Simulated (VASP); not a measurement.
# AlNi (Pm-3m) in VASP: further runs

Runs on AlNi. Level: PBE+D3(BJ). Tasks: single point, relaxation of cell and atoms.

All numbers are computed with VASP 6.6.1; they aren't measurements. Logs are shortened: lines on timing, memory, paths and dates and some standing lists are left out, and cuts for length are marked.

## (1) The cell of the first run

The structure is cubic, space group Pm-3m (No. 221). The conventional cell has a = 2.857 Å, b = 2.857 Å, c = 2.857 Å, α = 90.00°, β = 90.00°, γ = 90.00°. Al (site symmetry m-3m) has 8 Ni at 2.47 Å and 6 Al at 2.86 Å within 3.3 Å. Within 3.3 Å of Ni (site symmetry m-3m) lie 8 Al at 2.47 Å and 6 Ni at 2.86 Å.

## (2) Single point, PBE+D3(BJ)

The input, INCAR:

```
ALGO = Normal
EDIFF = 1E-6
ENCUT = 520
GGA = PE
ISIF = 2
ISMEAR = 0
IVDW = 12
LASPH = True
LCHARG = False
LREAL = False
LWAVE = False
NBANDS = 14
NELM = 100
PREC = Accurate
SIGMA = 0.1
```

The input, KPOINTS:

```
k-points
0
Gamma
  14 14 14
```

The input, POSCAR:

```
AlNi
1.0
    2.8574477867      0.0000000000      0.0000000000
    0.0000000000      2.8574477867      0.0000000000
    0.0000000000      0.0000000000      2.8574477867
Al Ni
1 1
Direct
    0.0000000000      0.0000000000      0.0000000000
    0.5000000000      0.5000000000      0.5000000000
```

Potentials or basis: VASP PAW PBE potentials, release 64 (Al, Ni).

Run with:

```
cat potpaw_PBE.64/Al/POTCAR potpaw_PBE.64/Ni/POTCAR > POTCAR
mpirun -np 1 vasp_std > vasp.out
```

OUTCAR:

```text
EDIFF = 1E-6
   ENCUT = 520
   GGA = PE
   ISIF = 2
   ISMEAR = 0
   IVDW = 12
   LASPH = True
   LREAL = False
   NELM = 100
   PREC = Accurate
 IVDW          = 12

 ion  position               nearest neighbor table
   1  0.000  0.000  0.000-   2 2.47   2 2.47   2 2.47   2 2.47   2 2.47   2 2.47   2 2.47   2 2.47

   2  0.500  0.500  0.500-   1 2.47   1 2.47   1 2.47   1 2.47   1 2.47   1 2.47   1 2.47   1 2.47

  LATTYP: Found a simple cubic cell.
 ALAT       =     2.8574477867

  Lattice vectors:

 A1 = (   2.8574477867,   0.0000000000,   0.0000000000)
 A2 = (   0.0000000000,   2.8574477867,   0.0000000000)
 A3 = (   0.0000000000,   0.0000000000,   2.8574477867)

Analysis of symmetry for initial positions (statically):
=====================================================================
 Subroutine PRICEL returns:
 Original cell was already a primitive cell.

 Routine SETGRP: Setting up the symmetry group for a
 simple cubic supercell.

 Subroutine GETGRP returns: Found 48 space group operations
 (whereof 48 operations were pure point group operations)
 out of a pool of 48 trial point group operations.

The static configuration has the point symmetry O_h .

Analysis of symmetry for dynamics (positions and initial velocities):
=====================================================================
 Subroutine PRICEL returns:
 Original cell was already a primitive cell.

 Routine SETGRP: Setting up the symmetry group for a
 simple cubic supercell.

 Subroutine GETGRP returns: Found 48 space group operations
 (whereof 48 operations were pure point group operations)
 out of a pool of 48 trial point group operations.

The dynamic configuration has the point symmetry O_h .

 Subroutine INISYM returns: Found 48 space group operations
 (whereof 48 operations are pure point group operations),
 and found     1 'primitive' translations

----------------------------------------------------------------------------------------

                                     Primitive cell

  volume of cell :      23.3311

  direct lattice vectors                    reciprocal lattice vectors
     2.857447787  0.000000000  0.000000000     0.349962650  0.000000000  0.000000000
     0.000000000  2.857447787  0.000000000     0.000000000  0.349962650  0.000000000
     0.000000000  0.000000000  2.857447787     0.000000000  0.000000000  0.349962650

  length of vectors
     2.857447787  2.857447787  2.857447787     0.349962650  0.349962650  0.349962650

  position of ions in fractional coordinates (direct lattice)
     0.000000000  0.000000000  0.000000000
     0.500000000  0.500000000  0.500000000

  ion indices of the primitive-cell ions
   primitive index   ion index
                 1           1
                 2           2

----------------------------------------------------------------------------------------

 KPOINTS: k-points

Automatic generation of k-mesh.
 Grid dimensions read from file:
 generate k-points for:   14   14   14

 Generating k-lattice:

  Cartesian coordinates                     Fractional coordinates (reciprocal lattice)
     0.024997332  0.000000000  0.000000000     0.071428571  0.000000000  0.000000000
     0.000000000  0.024997332  0.000000000     0.000000000  0.071428571  0.000000000
     0.000000000  0.000000000  0.024997332     0.000000000  0.000000000  0.071428571

  Length of vectors
     0.024997332  0.024997332  0.024997332

  Shift w.r.t. Gamma in fractional coordinates (k-lattice)
     0.000000000  0.000000000  0.000000000

 Subroutine IBZKPT returns following result:
 ===========================================

 Found    120 irreducible k-points:

 Following reciprocal coordinates:
            Coordinates               Weight
  0.000000  0.000000  0.000000      1.000000
  0.071429  0.000000  0.000000      6.000000
  0.142857  0.000000  0.000000      6.000000
  0.214286  0.000000  0.000000      6.000000
  0.285714  0.000000  0.000000      6.000000
  0.357143  0.000000  0.000000      6.000000
[... 16 lines left out ...]
  0.285714  0.214286  0.000000     24.000000
  0.357143  0.214286  0.000000     24.000000
 [... further k-points ...]
   k-points           NKPTS =    120   k-points in BZ     NKDIM =    120   number of bands    NBANDS=     14
   number of dos      NEDOS =    301   number of ions     NIONS =      2
   total plane-waves  NPLWV =  13824
   dimension x,y,z NGX =    24 NGY =   24 NGZ =   24
   dimension x,y,z NGXF=    48 NGYF=   48 NGZF=   48
   ions per type =               1   1
   NGX,Y,Z   is equivalent  to a cutoff of  13.96, 13.96, 13.96 a.u.
   NGXF,Y,Z  is equivalent  to a cutoff of  27.93, 27.93, 27.93 a.u.
 SYSTEM =  unknown system
   PREC   = accura    normal or accurate (medium, high low for compatibility)
   ISTART =      0    job   : 0-new  1-cont  2-samecut
   ICHARG =      2    charge: 1-file 2-atom 10-const
   ISPIN  =      1    spin polarized calculation?
   LNONCOLLINEAR =      F non collinear calculations
   LSORBIT =      F    spin-orbit coupling
   LASPH  =      T    aspherical Exc in radial PAW
   ENCUT  =  520.0 eV  38.22 Ry    6.18 a.u.   5.31  5.31  5.31*2*pi/ulx,y,z
   NELM   =    100;   NELMIN=  2; NELMDL= -5     # of ELM steps
   EDIFF  = 0.1E-05   stopping-criterion for ELM
   LREAL  =      F    real-space projection
   EDIFFG = 0.1E-04   stopping-criterion for IOM
   NSW    =      0    number of steps for IOM
   IBRION =     -1    ionic relax: 0-MD 1-quasi-New 2-CG
   NFREE  =      0    steps in history (QN), initial steepest desc. (CG)
   ISIF   =      2    stress and relaxation
   ISYM   =      2    0-nonsym 1-usesym 2-fastsym
   POTIM  = 0.5000    time-step for ionic-motion
   TEBEG  =    0.0;   TEEND  =   0.0 temperature during run
   PSTRESS=    0.0 pullay stress
   NELECT =      13.0000    total number of electrons
   NUPDOWN=      -1.0000    fix difference up-down
   EMIN   =  10.00;   EMAX   =-10.00  energy-range for DOS
   EFERMI =   0.00;   METHOD = LEGACY
   ISMEAR =     0;   SIGMA  =   0.10  broadening in eV -4-tet -1-fermi 0-gaus
   EFERMI_NEDOS =   21; number of points for ismear=-14 and -15
   IALGO  =     38    algorithm
   IMIX   =      4    mixing-type and parameters
     AMIX     =   0.40;   BMIX     =  1.00
     AMIX_MAG =   1.60;   BMIX_MAG =  1.00
  volume/ion in A,a.u.               =      11.67        78.72
  Fermi-wavevector in a.u.,A,eV,Ry     =   1.347135  2.545715 24.691466  1.814772
  Thomas-Fermi vector in A             =   2.474910
   LORBIT       =      0    0 simple, 1 ext, 2 COOP (PROOUT), +10 PAW based schemes
   GGA     = PE    functional components
   LHFCALC =     F    Hartree Fock is set to
   AEXX    =    0.0000 exact exchange contribution
   IVDW    =    12    specifies the selected vdW correction
   LEPSILON=     F    determine dielectric tensor
   LRPA    =     F    only Hartree local field effects (RPA)
 non-spin polarized calculation
 Gauss-broadening in eV      SIGMA  =   0.10
  energy-cutoff  :      520.00
  volume of cell :       23.33
 maximum number of plane-waves:       651
 NGX is ok and might be reduce to    24
   NGX = 11   NGY = 11   NGZ = 11

 number of electron      13.0000008 magnetization

 Free energy of the ion-electron system (eV)
  ---------------------------------------------------
  ext. energy  EPLUGINS =         0.00000000
  ---------------------------------------------------
  free energy    TOTEN  =       -10.52226961 eV

  energy without entropy =      -10.51720131  energy(sigma->0) =      -10.51973546

 E-fermi :  10.3242     XC(G=0): -12.1671

 val. band max:       10.3166222594   @ k =   0.3571   0.2143   0.0714
 cond. band min:      10.3257817113   @ k =   0.3571   0.1429   0.1429
 fundamental gap:      0.0091594520
 Fermi energy:        10.3241661985

 k-point     1 :       0.0000    0.0000    0.0000
  band No.  band energies     occupation
      1      -0.9639      2.00000
      2       7.0092      2.00000
      3       7.0092      2.00000
      4       8.7626      2.00000
      5       8.7626      2.00000
      6       8.7626      2.00000
      7      15.9606      0.00000
      8      15.9606      0.00000
      9      15.9606      0.00000
     10      18.5600      0.00000
     11      18.5600      0.00000
     12      24.5445      0.00000
     13      31.5716      0.00000
     14      31.5716      0.00000

 k-point     2 :       0.0714    0.0000    0.0000
  band No.  band energies     occupation
      1      -0.8683      2.00000
      2       7.0026      2.00000
      3       7.0322      2.00000
      4       8.7205      2.00000
      5       8.7205      2.00000
      6       8.7671      2.00000
      7      14.9623      0.00000
      8      16.0871      0.00000
      9      16.0871      0.00000
     10      18.5639      0.00000
     11      19.4675      0.00000
     12      24.8731      0.00000
     13      30.4919      0.00000
     14      30.4919      0.00000

 k-point     3 :       0.1429    0.0000    0.0000
  band No.  band energies     occupation
      1      -0.5828      2.00000
      2       6.9584      2.00000
      3       7.0973      2.00000
      4       8.6066      2.00000
      5       8.6066      2.00000
      6       8.7798      2.00000
      7      13.3415      0.00000
      8      16.4544      0.00000
      9      16.4544      0.00000
     10      18.5752      0.00000
     11      20.7717      0.00000
     12      25.9176      0.00000
     13      28.7377      0.00000
     14      28.7377      0.00000

 k-point     4 :       0.2143    0.0000    0.0000
  band No.  band energies     occupation
      1      -0.1117      2.00000
      2       6.7938      2.00000
      3       7.1934      2.00000
      4       8.4521      2.00000
      5       8.4521      2.00000
      6       8.7981      2.00000
      7      11.8381      0.00000
      8      17.0334      0.00000
      9      17.0334      0.00000
     10      18.5930      0.00000
     11      21.8016      0.00000
     12      26.9817      0.00000
     13      26.9817      0.00000
     14      27.6526      0.00000

 k-point     5 :       0.2857    0.0000    0.0000
  band No.  band energies     occupation
      1       0.5370      2.00000
      2       6.3630      2.00000
      3       7.3033      2.00000
      4       8.2922      2.00000
      5       8.2922      2.00000
      6       8.8185      2.00000
      7      10.6994      0.00000
      8      17.7907      0.00000
      9      17.7907      0.00000
     10      18.6154      0.00000
     11      22.6403      0.00000
[... 276 lines left out ...]
 k-point    22 :       0.2143    0.2143    0.0000
  band No.  band energies     occupation
      1       0.7152      2.00000
      2       7.0420      2.00000
      3       7.0726      2.00000
      4       8.0995      2.00000
      5       8.4600      2.00000
      6       8.5493      2.00000
      7      11.9868      0.00000
      8      13.3429      0.00000
      9      18.0597      0.00000
     10      19.8933      0.00000
     11      22.8468      0.00000
     12      25.2268      0.00000
     13      27.3433      0.00000
     14      27.7236      0.00000

 k-point    23 :       0.2857    0.2143    0.0000
  band No.  band energies     occupation
      1       1.3412      2.00000
      2       6.6850      2.00000
      3       7.2310      2.00000
      4       8.0061      2.00000
      5       8.3416      2.00000
      6       8.5441      2.00000
      7      11.0706      0.00000
      8      13.5414      0.00000
      9      18.7888      0.00000
     10      19.3550      0.00000
     11      22.1290      0.00000
     12      25.9016      0.00000
     13      26.4178      0.00000
     14      27.9727      0.00000

 k-point    24 :       0.3571    0.2143    0.0000
  band No.  band energies     occupation
      1       2.1206      2.00000
      2       6.0098      2.00000
      3       7.4063      2.00000
      4       7.9595      2.00000
      5       8.2170      2.00000
      6       8.5647      2.00000
      7      10.2520      1.69277
      8      14.1777      0.00000
      9      18.2879      0.00000
     10      19.6666      0.00000
     11      22.0929      0.00000
     12      24.4234      0.00000
     13      26.6902      0.00000
     14      28.2260      0.00000

 [... further k-points ...]

------------------------ aborting loop because EDIFF is reached ----------------------------------------

 Edisp (eV)   -0.90877

 E8    (eV) :    -0.4007

  FORCE on cell =-STRESS in cart. coord.  units (eV):
  Direction    XX          YY          ZZ          XY          YZ          ZX
  --------------------------------------------------------------------------------------
  -------------------------------------------------------------------------------------
  Total      -0.01144    -0.01144    -0.01144    -0.00000    -0.00000     0.00000
  in kB      -0.78545    -0.78545    -0.78545    -0.00000    -0.00000     0.00000
  external pressure =       -0.79 kB  Pullay stress =        0.00 kB

 VOLUME and BASIS-vectors are now :
 -----------------------------------------------------------------------------
  energy-cutoff  :      520.00
  volume of cell :       23.33
      direct lattice vectors                 reciprocal lattice vectors
     2.857447787  0.000000000  0.000000000     0.349962650  0.000000000  0.000000000
     0.000000000  2.857447787  0.000000000     0.000000000  0.349962650  0.000000000
     0.000000000  0.000000000  2.857447787     0.000000000  0.000000000  0.349962650

 POSITION                                       TOTAL-FORCE (eV/Angst)
 -----------------------------------------------------------------------------------
      0.00000      0.00000      0.00000         0.000000      0.000000      0.000000
      1.42872      1.42872      1.42872         0.000000      0.000000      0.000000
 -----------------------------------------------------------------------------------
    total drift:                                0.000000      0.000000     -0.000000

  FREE ENERGIE OF THE ION-ELECTRON SYSTEM (eV)
  ---------------------------------------------------
  free  energy   TOTEN  =       -11.4310370914 eV

  energy  without entropy=      -11.4259687851  energy(sigma->0) =      -11.42850294
```

It took 41 s on 1 thread of Intel Xeon 8259CL, shared host; peak memory 0.17 GiB.

What came out:

```
Free energy                : -11.4310 eV
Pressure                   : -0.1 GPa
Band gap on the k mesh     : zero (an odd number of electrons rules out a gap without spin polarisation)
Dispersion energy per atom : -0.454 eV
```

Spin polarisation is off, so any magnetic state and its effect on volume and gap are missing.

[end of part 1 of 2]
